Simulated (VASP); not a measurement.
# W (I4/mmm) in VASP: a series of runs

The runs below take W through single point, with LDA.

Program: VASP 6.6.1. These are calculated values, not measurements. Logs are shortened: lines on timing, memory, paths and dates and some standing lists are left out, and cuts for length are marked.

### Step 1. The cell of the first run

It takes space group I4/mmm (No. 139, tetragonal). The conventional cell has a = 3.586 Å, b = 3.586 Å, c = 2.535 Å, α = 90.00°, β = 90.00°, γ = 90.00°. Within 3.3 Å of W (site symmetry 4/mmm) lie 10 W at 2.54 to 2.83 Å.

### Step 2. Single point, LDA

The input, INCAR:

```
SYSTEM = W
PREC = Accurate
ENCUT = 520
EDIFF = 1E-6
ISMEAR = 0
SIGMA = 0.15
LREAL = .False.
LASPH = .True.
NELM = 60
ALGO = Fast
ISIF = 2
LWAVE = .False.
LCHARG = .False.
GGA = CA
NBANDS = 13
```

The input, KPOINTS:

```
Automatic mesh
0
Gamma
  24 24 24
  0 0 0
```

The input, POSCAR:

```
W
1.0
   -1.7929988887      1.7929988887      1.2676502143
    1.7929988887     -1.7929988887      1.2676502143
    1.7929988887      1.7929988887     -1.2676502143
W
1
Direct
    0.0000000000      0.0000000000      0.0000000000
```

Potentials or basis: VASP PAW LDA potentials, release 64 (W_sv).

Run with:

```bash
$ cat potpaw_LDA.64/W_sv/POTCAR > POTCAR
$ mpirun -np 1 vasp_std > vasp.out
```

OUTCAR:

```text
SYSTEM = W
   PREC = Accurate
   ENCUT = 520
   EDIFF = 1E-6
   ISMEAR = 0
   LREAL = .False.
   LASPH = .True.
   NELM = 60
   ISIF = 2
   GGA = CA

 ion  position               nearest neighbor table
   1  0.000  0.000  0.000-

  LATTYP: Found a body centered tetragonal cell.
 ALAT       =     3.5859977774
 C/A-ratio  =     0.7070000000

  Lattice vectors:

 A1 = (  -1.7929988887,   1.7929988887,   1.2676502143)
 A2 = (   1.7929988887,  -1.7929988887,   1.2676502143)
 A3 = (   1.7929988887,   1.7929988887,  -1.2676502143)

Analysis of symmetry for initial positions (statically):
=====================================================================
 Subroutine PRICEL returns:
 Original cell was already a primitive cell.

 Routine SETGRP: Setting up the symmetry group for a
 body centered tetragonal supercell.

 Subroutine GETGRP returns: Found 16 space group operations
 (whereof 16 operations were pure point group operations)
 out of a pool of 16 trial point group operations.

The static configuration has the point symmetry D_4h.

Analysis of symmetry for dynamics (positions and initial velocities):
=====================================================================
 Subroutine PRICEL returns:
 Original cell was already a primitive cell.

 Routine SETGRP: Setting up the symmetry group for a
 body centered tetragonal supercell.

 Subroutine GETGRP returns: Found 16 space group operations
 (whereof 16 operations were pure point group operations)
 out of a pool of 16 trial point group operations.

The dynamic configuration has the point symmetry D_4h.

 Subroutine INISYM returns: Found 16 space group operations
 (whereof 16 operations are pure point group operations),
 and found     1 'primitive' translations

----------------------------------------------------------------------------------------

                                     Primitive cell

  volume of cell :      16.3012

  direct lattice vectors                    reciprocal lattice vectors
    -1.792998889  1.792998889  1.267650214     0.000000000  0.278862415  0.394430573
     1.792998889 -1.792998889  1.267650214     0.278862415  0.000000000  0.394430573
     1.792998889  1.792998889 -1.267650214     0.278862415  0.278862415  0.000000000

  length of vectors
     2.834894548  2.834894548  2.834894548     0.483052506  0.483052506  0.394371009

  position of ions in fractional coordinates (direct lattice)
     0.000000000  0.000000000  0.000000000

  ion indices of the primitive-cell ions
   primitive index   ion index
                 1           1

----------------------------------------------------------------------------------------

 KPOINTS: Automatic mesh

Automatic generation of k-mesh.
 Grid dimensions read from file:
 generate k-points for:   24   24   24

 Generating k-lattice:

  Cartesian coordinates                     Fractional coordinates (reciprocal lattice)
     0.000000000  0.011619267  0.016434607     0.041666667  0.000000000 -0.000000000
     0.011619267  0.000000000  0.016434607     0.000000000  0.041666667 -0.000000000
     0.011619267  0.011619267  0.000000000     0.000000000  0.000000000  0.041666667

  Length of vectors
     0.020127188  0.020127188  0.016432125

  Shift w.r.t. Gamma in fractional coordinates (k-lattice)
     0.000000000  0.000000000  0.000000000

 Subroutine IBZKPT returns following result:
 ===========================================

 Found   1063 irreducible k-points:

 Following reciprocal coordinates:
            Coordinates               Weight
  0.000000  0.000000  0.000000      1.000000
  0.041667  0.000000 -0.000000      8.000000
  0.083333  0.000000 -0.000000      8.000000
  0.125000  0.000000  0.000000      8.000000
  0.166667  0.000000 -0.000000      8.000000
  0.208333  0.000000  0.000000      8.000000
[... 16 lines left out ...]
  0.416667  0.041667  0.000000     16.000000
  0.458333  0.041667  0.000000     16.000000
 [... further k-points ...]
   k-points           NKPTS =   1063   k-points in BZ     NKDIM =   1063   number of bands    NBANDS=     13
   number of dos      NEDOS =    301   number of ions     NIONS =      1
   total plane-waves  NPLWV =  13824
   dimension x,y,z NGX =    24 NGY =   24 NGZ =   24
   dimension x,y,z NGXF=    48 NGYF=   48 NGZF=   48
   ions per type =               1
   NGX,Y,Z   is equivalent  to a cutoff of  14.07, 14.07, 14.07 a.u.
   NGXF,Y,Z  is equivalent  to a cutoff of  28.15, 28.15, 28.15 a.u.
 SYSTEM =  W
   PREC   = accura    normal or accurate (medium, high low for compatibility)
   ISTART =      0    job   : 0-new  1-cont  2-samecut
   ICHARG =      2    charge: 1-file 2-atom 10-const
   ISPIN  =      1    spin polarized calculation?
   LNONCOLLINEAR =      F non collinear calculations
   LSORBIT =      F    spin-orbit coupling
   LASPH  =      T    aspherical Exc in radial PAW
   ENCUT  =  520.0 eV  38.22 Ry    6.18 a.u.   5.27  5.27  5.27*2*pi/ulx,y,z
   NELM   =     60;   NELMIN=  2; NELMDL= -5     # of ELM steps
   EDIFF  = 0.1E-05   stopping-criterion for ELM
   LREAL  =      F    real-space projection
   EDIFFG = 0.1E-04   stopping-criterion for IOM
   NSW    =      0    number of steps for IOM
   IBRION =     -1    ionic relax: 0-MD 1-quasi-New 2-CG
   NFREE  =      0    steps in history (QN), initial steepest desc. (CG)
   ISIF   =      2    stress and relaxation
   ISYM   =      2    0-nonsym 1-usesym 2-fastsym
   POTIM  = 0.5000    time-step for ionic-motion
   TEBEG  =    0.0;   TEEND  =   0.0 temperature during run
   PSTRESS=    0.0 pullay stress
   NELECT =      14.0000    total number of electrons
   NUPDOWN=      -1.0000    fix difference up-down
   EMIN   =  10.00;   EMAX   =-10.00  energy-range for DOS
   EFERMI =   0.00;   METHOD = LEGACY
   ISMEAR =     0;   SIGMA  =   0.15  broadening in eV -4-tet -1-fermi 0-gaus
   EFERMI_NEDOS =   21; number of points for ismear=-14 and -15
   IALGO  =     68    algorithm
   IMIX   =      4    mixing-type and parameters
     AMIX     =   0.40;   BMIX     =  1.00
     AMIX_MAG =   1.60;   BMIX_MAG =  1.00
  volume/ion in A,a.u.               =      16.30       110.01
  Fermi-wavevector in a.u.,A,eV,Ry     =   1.556125  2.940649 32.946829  2.421524
  Thomas-Fermi vector in A             =   2.659966
   LORBIT       =      0    0 simple, 1 ext, 2 COOP (PROOUT), +10 PAW based schemes
   GGA     = CA    functional components
   LHFCALC =     F    Hartree Fock is set to
   AEXX    =    0.0000 exact exchange contribution
   IVDW    =     0    specifies the selected vdW correction
   LEPSILON=     F    determine dielectric tensor
   LRPA    =     F    only Hartree local field effects (RPA)
 non-spin polarized calculation
 RMM-DIIS sequential band-by-band and
 Gauss-broadening in eV      SIGMA  =   0.15
  energy-cutoff  :      520.00
  volume of cell :       16.30
 maximum number of plane-waves:       457
 NGX is ok and might be reduce to    24
   NGX = 11   NGY = 11   NGZ = 11

 number of electron      14.0000001 magnetization

 Free energy of the ion-electron system (eV)
  ---------------------------------------------------
  ext. energy  EPLUGINS =         0.00000000
  ---------------------------------------------------
  free energy    TOTEN  =       -13.41399588 eV

  energy without entropy =      -13.40662118  energy(sigma->0) =      -13.41030853

 E-fermi :  10.9127     XC(G=0): -13.6083

 val. band max:       10.9123658677   @ k =  -0.2083   0.5000   0.2083
 cond. band min:      10.9144794245   @ k =   0.4167   0.2083   0.0000
 fundamental gap:      0.0021135568
 Fermi energy:        10.9127234490

 k-point     1 :       0.0000    0.0000    0.0000
  band No.  band energies     occupation
      1     -62.7923      2.00000
      2     -26.8172      2.00000
      3     -26.8172      2.00000
      4     -26.0699      2.00000
      5       1.5878      2.00000
      6       7.3478      2.00000
      7       8.9907      2.00000
      8      12.7526      0.00000
      9      12.7526      0.00000
     10      14.6740      0.00000
     11      24.1061      0.00000
     12      24.1061      0.00000
     13      32.1695      0.00000

 k-point     2 :       0.0417    0.0000   -0.0000
  band No.  band energies     occupation
      1     -62.7884      2.00000
      2     -26.8226      2.00000
      3     -26.8213      2.00000
      4     -26.1056      2.00000
      5       1.6888      2.00000
      6       7.3932      2.00000
      7       9.0716      2.00000
      8      12.6278      0.00000
      9      12.6357      0.00000
     10      14.6067      0.00000
     11      24.3369      0.00000
     12      24.3386      0.00000
     13      31.7151      0.00000

 k-point     3 :       0.0833    0.0000   -0.0000
  band No.  band energies     occupation
      1     -62.7769      2.00000
      2     -26.8393      2.00000
      3     -26.8332      2.00000
      4     -26.2085      2.00000
      5       1.9848      2.00000
      6       7.5192      2.00000
      7       9.3042      2.00000
      8      12.2925      0.00000
      9      12.3307      0.00000
     10      14.4313      0.00000
     11      24.9486      0.00000
     12      24.9950      0.00000
     13      30.6131      0.00000
[... 305 lines left out ...]
 k-point    23 :       0.4167    0.0417    0.0000
  band No.  band energies     occupation
      1     -62.5644      2.00000
      2     -28.0749      2.00000
      3     -27.0389      2.00000
      4     -26.9387      2.00000
      5       5.0705      2.00000
      6       6.5408      2.00000
      7      12.0106      0.00000
      8      12.7652      0.00000
      9      15.1500      0.00000
     10      16.8699      0.00000
     11      22.3326      0.00000
     12      24.9321      0.00000
     13      25.4489      0.00000

 k-point    24 :       0.4583    0.0417    0.0000
  band No.  band energies     occupation
      1     -62.5590      2.00000
      2     -28.1117      2.00000
      3     -27.0500      2.00000
      4     -26.9461      2.00000
      5       5.0258      2.00000
      6       6.4676      2.00000
      7      12.2137      0.00000
      8      13.1135      0.00000
      9      15.6301      0.00000
     10      16.7676      0.00000
     11      22.7751      0.00000
     12      24.0683      0.00000
     13      24.5586      0.00000

 [... further k-points ...]
[... 5 lines left out ...]
  --------------------------------------------------------------------------------------
  -------------------------------------------------------------------------------------
  Total       -1.2906647     -1.2906647      3.2141121      0.0000000      0.0000000     -0.0000000
  in kB     -126.8541132   -126.8541132    315.9018289      0.0000000      0.0000000     -0.0000000
  external PRESSURE =      20.7312009 kB  Pullay stress =       0.0000000 kB

 VOLUME and BASIS-vectors are now :
 -----------------------------------------------------------------------------
  energy-cutoff  :      520.00
  volume of cell :       16.30
      direct lattice vectors                 reciprocal lattice vectors
    -1.792998889  1.792998889  1.267650214     0.000000000  0.278862415  0.394430573
     1.792998889 -1.792998889  1.267650214     0.278862415  0.000000000  0.394430573
     1.792998889  1.792998889 -1.267650214     0.278862415  0.278862415  0.000000000

 POSITION                                       TOTAL-FORCE (eV/Angst)
 -----------------------------------------------------------------------------------
      0.00000      0.00000      0.00000        -0.000000      0.000000      0.000000
 -----------------------------------------------------------------------------------
    total drift:                               -0.000000      0.000000     -0.000000

  FREE ENERGIE OF THE ION-ELECTRON SYSTEM (eV)
  ---------------------------------------------------
  free  energy   TOTEN  =       -13.4139958832 eV

  energy  without entropy=      -13.4066211798  energy(sigma->0) =      -13.41030853
```

Run time: 2.7 min. Hardware: 1 thread of Intel Xeon Platinum 8488C (Sapphire Rapids), shared host; peak memory 0.31 GiB.

Results:

* Free energy: -13.4140 eV
* Pressure: 2.1 GPa
* Band gap on the k mesh: zero (bands 7 and 8 overlap by 7.25 eV)

Caveat: the stress differs along the axes, from -13 to 32 GPa; spin-orbit coupling is left out, which moves the levels of the heavy elements.

(Continued in part 2 of 3.)
